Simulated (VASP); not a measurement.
# Ge (I4_1/amd) in VASP: notebook

The runs below take Ge through single point, with PBEsol.

Everything below comes from runs of VASP 6.6.1. Logs are shortened: lines on timing, memory, paths and dates and some standing lists are left out, and cuts for length are marked.

## (1) The cell of the first run

It takes space group I4_1/amd (No. 141, tetragonal). The conventional cell has a = 5.020 Å, b = 5.020 Å, c = 2.795 Å, α = 90.00°, β = 90.00°, γ = 90.00°. Ge (site symmetry -4m2) has 10 Ge at 2.61 to 3.27 Å within 3.4 Å.

## (2) Single point, PBEsol (strain -0.025 along x and y, +0.000 along z)

INCAR reads:

```
SYSTEM = Ge
  PREC = Accurate
  ENCUT = 520
  EDIFF = 1E-6
  ISMEAR = 0
  SIGMA = 0.15
  LREAL = .FALSE.
  LASPH = .TRUE.
  NELM = 100
  ALGO = Normal
  ISIF = 2
  LWAVE = .FALSE.
  LCHARG = .FALSE.
  GGA = PS
  NBANDS = 21
```

KPOINTS reads:

```
regular mesh
0
G
  20 20 20
  0 0 0
```

POSCAR reads:

```
Ge
1.0
   -2.5101274760      2.5101274760      1.3974126432
    2.5101274760     -2.5101274760      1.3974126432
    2.5101274760      2.5101274760     -1.3974126432
Ge
2
Direct
    0.2500000000      0.7500000000      0.5000000000
    0.5000000000      0.5000000000      0.0000000000
```

Potentials or basis: VASP PAW PBE potentials, release 64 (Ge_d).

The run is started by

```console
> cat potpaw_PBE.64/Ge_d/POTCAR > POTCAR
> mpirun -np 1 vasp_std > vasp.out
```

OUTCAR:

```text
SYSTEM = Ge
   PREC = Accurate
   ENCUT = 520
   EDIFF = 1E-6
   ISMEAR = 0
   LREAL = .FALSE.
   LASPH = .TRUE.
   NELM = 100
   ISIF = 2
   GGA = PS

 ion  position               nearest neighbor table
   1  0.250  0.750  0.500-   2 2.61   2 2.61   2 2.61   2 2.61
   2  0.500  0.500  0.000-   1 2.61   1 2.61   1 2.61   1 2.61

  LATTYP: Found a body centered tetragonal cell.
 ALAT       =     5.0202549520
 C/A-ratio  =     0.5567098311

  Lattice vectors:

 A1 = (  -2.5101274760,   2.5101274760,   1.3974126432)
 A2 = (   2.5101274760,  -2.5101274760,   1.3974126432)
 A3 = (   2.5101274760,   2.5101274760,  -1.3974126432)

Analysis of symmetry for initial positions (statically):
=====================================================================
 Subroutine PRICEL returns:
 Original cell was already a primitive cell.

 Routine SETGRP: Setting up the symmetry group for a
 body centered tetragonal supercell.

 Subroutine GETGRP returns: Found 16 space group operations
 (whereof  8 operations were pure point group operations)
 out of a pool of 16 trial point group operations.

The static configuration has the point symmetry D_2d.
 The point group associated with its full space group is D_4h.

Analysis of symmetry for dynamics (positions and initial velocities):
=====================================================================
 Subroutine PRICEL returns:
 Original cell was already a primitive cell.

 Routine SETGRP: Setting up the symmetry group for a
 body centered tetragonal supercell.

 Subroutine GETGRP returns: Found 16 space group operations
 (whereof  8 operations were pure point group operations)
 out of a pool of 16 trial point group operations.

The dynamic configuration has the point symmetry D_2d.
 The point group associated with its full space group is D_4h.

 Subroutine INISYM returns: Found 16 space group operations
 (whereof  8 operations are pure point group operations),
 and found     1 'primitive' translations

----------------------------------------------------------------------------------------

                                     Primitive cell

  volume of cell :      35.2189

  direct lattice vectors                    reciprocal lattice vectors
    -2.510127476  2.510127476  1.397412643     0.000000000  0.199193071  0.357804119
     2.510127476 -2.510127476  1.397412643     0.199193071  0.000000000  0.357804119
     2.510127476  2.510127476 -1.397412643     0.199193071  0.199193071  0.000000000

  length of vectors
     3.815002226  3.815002226  3.815002226     0.409513940  0.409513940  0.281701542

  position of ions in fractional coordinates (direct lattice)
     0.250000000  0.750000000  0.500000000
     0.500000000  0.500000000  0.000000000

  ion indices of the primitive-cell ions
   primitive index   ion index
                 1           1
                 2           2

----------------------------------------------------------------------------------------

 KPOINTS: regular mesh

Automatic generation of k-mesh.
 Grid dimensions read from file:
 generate k-points for:   20   20   20

 Generating k-lattice:

  Cartesian coordinates                     Fractional coordinates (reciprocal lattice)
     0.000000000  0.009959654  0.017890206     0.050000000  0.000000000 -0.000000000
     0.009959654  0.000000000  0.017890206     0.000000000  0.050000000 -0.000000000
     0.009959654  0.009959654  0.000000000     0.000000000  0.000000000  0.050000000

  Length of vectors
     0.020475697  0.020475697  0.014085077

  Shift w.r.t. Gamma in fractional coordinates (k-lattice)
     0.000000000  0.000000000  0.000000000

 Subroutine IBZKPT returns following result:
 ===========================================

 Found    641 irreducible k-points:

 Following reciprocal coordinates:
            Coordinates               Weight
  0.000000  0.000000  0.000000      1.000000
  0.050000  0.000000 -0.000000      8.000000
  0.100000 -0.000000  0.000000      8.000000
  0.150000  0.000000 -0.000000      8.000000
  0.200000 -0.000000  0.000000      8.000000
  0.250000  0.000000 -0.000000      8.000000
[... 16 lines left out ...]
 -0.400000  0.050000  0.000000     16.000000
 -0.350000  0.050000 -0.000000     16.000000
 [... further k-points ...]
   k-points           NKPTS =    641   k-points in BZ     NKDIM =    641   number of bands    NBANDS=     21
   number of dos      NEDOS =    301   number of ions     NIONS =      2
   total plane-waves  NPLWV =  21952
   dimension x,y,z NGX =    28 NGY =   28 NGZ =   28
   dimension x,y,z NGXF=    56 NGYF=   56 NGZF=   56
   ions per type =               2
   NGX,Y,Z   is equivalent  to a cutoff of  12.20, 12.20, 12.20 a.u.
   NGXF,Y,Z  is equivalent  to a cutoff of  24.40, 24.40, 24.40 a.u.
 SYSTEM =  Ge
   PREC   = accura    normal or accurate (medium, high low for compatibility)
   ISTART =      0    job   : 0-new  1-cont  2-samecut
   ICHARG =      2    charge: 1-file 2-atom 10-const
   ISPIN  =      1    spin polarized calculation?
   LNONCOLLINEAR =      F non collinear calculations
   LSORBIT =      F    spin-orbit coupling
   LASPH  =      T    aspherical Exc in radial PAW
   ENCUT  =  520.0 eV  38.22 Ry    6.18 a.u.   7.09  7.09  7.09*2*pi/ulx,y,z
   NELM   =    100;   NELMIN=  2; NELMDL= -5     # of ELM steps
   EDIFF  = 0.1E-05   stopping-criterion for ELM
   LREAL  =      F    real-space projection
   EDIFFG = 0.1E-04   stopping-criterion for IOM
   NSW    =      0    number of steps for IOM
   IBRION =     -1    ionic relax: 0-MD 1-quasi-New 2-CG
   NFREE  =      0    steps in history (QN), initial steepest desc. (CG)
   ISIF   =      2    stress and relaxation
   ISYM   =      2    0-nonsym 1-usesym 2-fastsym
   POTIM  = 0.5000    time-step for ionic-motion
   TEBEG  =    0.0;   TEEND  =   0.0 temperature during run
   PSTRESS=    0.0 pullay stress
   NELECT =      28.0000    total number of electrons
   NUPDOWN=      -1.0000    fix difference up-down
   EMIN   =  10.00;   EMAX   =-10.00  energy-range for DOS
   EFERMI =   0.00;   METHOD = LEGACY
   ISMEAR =     0;   SIGMA  =   0.15  broadening in eV -4-tet -1-fermi 0-gaus
   EFERMI_NEDOS =   21; number of points for ismear=-14 and -15
   IALGO  =     38    algorithm
   IMIX   =      4    mixing-type and parameters
     AMIX     =   0.40;   BMIX     =  1.00
     AMIX_MAG =   1.60;   BMIX_MAG =  1.00
  volume/ion in A,a.u.               =      17.61       118.83
  Fermi-wavevector in a.u.,A,eV,Ry     =   1.516592  2.865943 31.294099  2.300051
  Thomas-Fermi vector in A             =   2.625961
   LORBIT       =      0    0 simple, 1 ext, 2 COOP (PROOUT), +10 PAW based schemes
   GGA     = PS    functional components
   LHFCALC =     F    Hartree Fock is set to
   AEXX    =    0.0000 exact exchange contribution
   IVDW    =     0    specifies the selected vdW correction
   LEPSILON=     F    determine dielectric tensor
   LRPA    =     F    only Hartree local field effects (RPA)
 non-spin polarized calculation
 Gauss-broadening in eV      SIGMA  =   0.15
  energy-cutoff  :      520.00
  volume of cell :       35.22
 maximum number of plane-waves:       970
   NGX = 15   NGY = 15   NGZ = 15

 number of electron      27.9999970 magnetization

 Free energy of the ion-electron system (eV)
  ---------------------------------------------------
  ext. energy  EPLUGINS =         0.00000000
  ---------------------------------------------------
  free energy    TOTEN  =        -9.52371543 eV

  energy without entropy =       -9.51589992  energy(sigma->0) =       -9.51980767

 E-fermi :   7.2302     XC(G=0): -11.7283

 val. band max:        7.2252740376   @ k =  -0.2500  -0.2500   0.0500
 cond. band min:       7.2340089232   @ k =   0.4500   0.1500   0.0500
 fundamental gap:      0.0087348856
 Fermi energy:         7.2301542252

 k-point     1 :       0.0000    0.0000    0.0000
  band No.  band energies     occupation
      1     -17.5019      2.00000
      2     -17.4289      2.00000
      3     -17.4149      2.00000
      4     -17.3926      2.00000
      5     -17.2888      2.00000
      6     -17.2888      2.00000
[... 13 lines left out ...]
     20      19.3728      0.00000
     21      20.1349      0.00000

 k-point     2 :       0.0500    0.0000   -0.0000
  band No.  band energies     occupation
      1     -17.5008      2.00000
      2     -17.4256      2.00000
      3     -17.4134      2.00000
      4     -17.3885      2.00000
      5     -17.2919      2.00000
      6     -17.2915      2.00000
[... 13 lines left out ...]
     20      19.3455      0.00000
     21      20.2543      0.00000

 k-point     3 :       0.1000   -0.0000    0.0000
  band No.  band energies     occupation
      1     -17.4973      2.00000
      2     -17.4164      2.00000
      3     -17.4088      2.00000
      4     -17.3774      2.00000
      5     -17.2993      2.00000
      6     -17.2965      2.00000
[... 13 lines left out ...]
     20      18.6047      0.00000
     21      19.0972      0.00000

 k-point     4 :       0.1500    0.0000   -0.0000
  band No.  band energies     occupation
      1     -17.4917      2.00000
      2     -17.4031      2.00000
      3     -17.4016      2.00000
      4     -17.3628      2.00000
      5     -17.3091      2.00000
      6     -17.2990      2.00000
[... 13 lines left out ...]
     20      17.6204      0.00000
     21      18.4170      0.00000

 k-point     5 :       0.2000   -0.0000    0.0000
  band No.  band energies     occupation
      1     -17.4843      2.00000
      2     -17.3928      2.00000
      3     -17.3890      2.00000
      4     -17.3509      2.00000
      5     -17.3199      2.00000
      6     -17.2952      2.00000
[... 13 lines left out ...]
     20      16.7850      0.00000
     21      18.3067      0.00000

 k-point     6 :       0.2500    0.0000   -0.0000
  band No.  band energies     occupation
      1     -17.4760      2.00000
      2     -17.3839      2.00000
      3     -17.3780      2.00000
      4     -17.3475      2.00000
      5     -17.3298      2.00000
      6     -17.2957      2.00000
[... 13 lines left out ...]
     20      16.1189      0.00000
     21      18.5917      0.00000

 k-point     7 :       0.3000    0.0000   -0.0000
  band No.  band energies     occupation
      1     -17.4680      2.00000
      2     -17.3777      2.00000
      3     -17.3716      2.00000
      4     -17.3536      2.00000
      5     -17.3358      2.00000
      6     -17.3026      2.00000
[... 13 lines left out ...]
     20      15.6348      0.00000
     21      19.1111      0.00000
[... 291 lines left out ...]
      1     -17.4491      2.00000
      2     -17.3942      2.00000
      3     -17.3853      2.00000
      4     -17.3556      2.00000
      5     -17.3209      2.00000
      6     -17.3198      2.00000
[... 13 lines left out ...]
     20      19.3574      0.00000
     21      19.8261      0.00000

 k-point    21 :       0.5000    0.0500    0.0000
  band No.  band energies     occupation
      1     -17.4477      2.00000
      2     -17.3952      2.00000
      3     -17.3842      2.00000
      4     -17.3563      2.00000
      5     -17.3199      2.00000
      6     -17.3192      2.00000
[... 13 lines left out ...]
     20      19.3391      0.00000
     21      19.8284      0.00000

 k-point    22 :      -0.4500    0.0500    0.0000
  band No.  band energies     occupation
      1     -17.4502      2.00000
      2     -17.3887      2.00000
      3     -17.3806      2.00000
      4     -17.3595      2.00000
      5     -17.3230      2.00000
      6     -17.3162      2.00000
[... 13 lines left out ...]
     20      18.1861      0.00000
     21      20.3544      0.00000

 k-point    23 :      -0.4000    0.0500    0.0000
  band No.  band energies     occupation
      1     -17.4555      2.00000
      2     -17.3796      2.00000
      3     -17.3742      2.00000
      4     -17.3644      2.00000
      5     -17.3280      2.00000
      6     -17.3111      2.00000
[... 13 lines left out ...]
     20      16.8044      0.00000
     21      19.6423      0.00000

 k-point    24 :      -0.3500    0.0500   -0.0000
  band No.  band energies     occupation
      1     -17.4622      2.00000
      2     -17.3771      2.00000
      3     -17.3710      2.00000
      4     -17.3635      2.00000
      5     -17.3301      2.00000
      6     -17.3049      2.00000
[... 13 lines left out ...]
     20      16.1113      0.00000
     21      18.9743      0.00000

 [... further k-points ...]

------------------------ aborting loop because EDIFF is reached ----------------------------------------

  FORCE on cell =-STRESS in cart. coord.  units (eV):
  Direction    XX          YY          ZZ          XY          YZ          ZX
  --------------------------------------------------------------------------------------
  -------------------------------------------------------------------------------------
  Total        0.8686246      0.8686246      0.6239986      0.0000000     -0.0000000      0.0000000
  in kB       39.5154080     39.5154080     28.3869015      0.0000000     -0.0000000      0.0000000
  external PRESSURE =      35.8059058 kB  Pullay stress =       0.0000000 kB

 VOLUME and BASIS-vectors are now :
 -----------------------------------------------------------------------------
  energy-cutoff  :      520.00
  volume of cell :       35.22
      direct lattice vectors                 reciprocal lattice vectors
    -2.510127476  2.510127476  1.397412643     0.000000000  0.199193071  0.357804119
     2.510127476 -2.510127476  1.397412643     0.199193071  0.000000000  0.357804119
     2.510127476  2.510127476 -1.397412643     0.199193071  0.199193071  0.000000000

 POSITION                                       TOTAL-FORCE (eV/Angst)
 -----------------------------------------------------------------------------------
      2.51013      0.00000      0.69871         0.000000     -0.000000     -0.000000
      0.00000      0.00000      1.39741        -0.000000      0.000000      0.000000
 -----------------------------------------------------------------------------------
    total drift:                                0.000000     -0.000000      0.000000

  FREE ENERGIE OF THE ION-ELECTRON SYSTEM (eV)
  ---------------------------------------------------
  free  energy   TOTEN  =        -9.5237154267 eV

  energy  without entropy=       -9.5158999195  energy(sigma->0) =       -9.51980767
```

Wall time 3.3 min (1 thread of Intel Xeon 6975P-C (Granite Rapids), shared host); peak memory 0.45 GiB.

Results:

| Item | Value |
| --- | --- |
| Free energy | -9.5237 eV |
| Pressure | 3.6 GPa |
| Band gap on the k mesh | zero (bands 14 and 15 overlap by 5.67 eV) |

Stress tensor (GPa, compression positive):
```
3.95 0.00 0.00
0.00 3.95 0.00
0.00 0.00 2.84
```

Caveat: the cell differs from its parent crystal (strain -0.025 along x and y, +0.000 along z); the cell stands under pressure; the PAW data sets were made with another functional, which shifts forces and pressure a little.

(Continued in part 2 of 2.)
